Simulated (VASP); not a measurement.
MgTl: electric field gradients with LDA

Crystal: MgTl.

```
Mg Tl
1.0
     3.68283    0.00000    0.00000
     0.00000    3.68283    0.00000
     0.00000    0.00000    3.68283
Mg Tl
1 1
Direct
  0.00000 0.00000 0.00000
  0.50000 0.50000 0.50000
```

* Program: VASP 6.6.1
* Task: electric field gradients
* Functional: LDA
* Potentials or basis: VASP PAW LDA potentials, release 64 (Mg, Tl_d)
* Cutoff: 520 eV
* k mesh: 9 × 9 × 9
* Occupations: fermi-dirac, width 0.05 eV
* Spin: no spin polarisation
* Dipole correction: no
* Further INCAR settings: ALGO = Normal; EDIFF = 1e-08; NBANDS = 14

```json
{
 "Pressure": "-3.9 GPa",
 "Band gap on the k mesh": "zero (an odd number of electrons rules out a gap without spin polarisation)",
 "Largest electric field gradient by atom": "under 0.05 V/Å² on every atom"
}
```

Levels at points of the mesh, in eV from the Fermi level:
| k point | band 4 | band 5 | band 6 | band 7 | band 8 | band 9 | band 10 | band 11 |
| --- | --- | --- | --- | --- | --- | --- | --- | --- |
| (0.00, 0.00, 0.00) | -11.41 | -11.41 | -9.39 | 2.32 | 2.32 | 2.32 | 2.98 | 5.26 |

Wall time 19 s on 1 thread of Intel(R) Xeon(R) Platinum 8259CL CPU @ 2.50GHz (Skylake/Cascade Lake), on a shared host, peak memory 0.15 GiB.

Caveat: the cell stands under tension; spin-orbit coupling is left out, which moves the levels of the heavy elements.
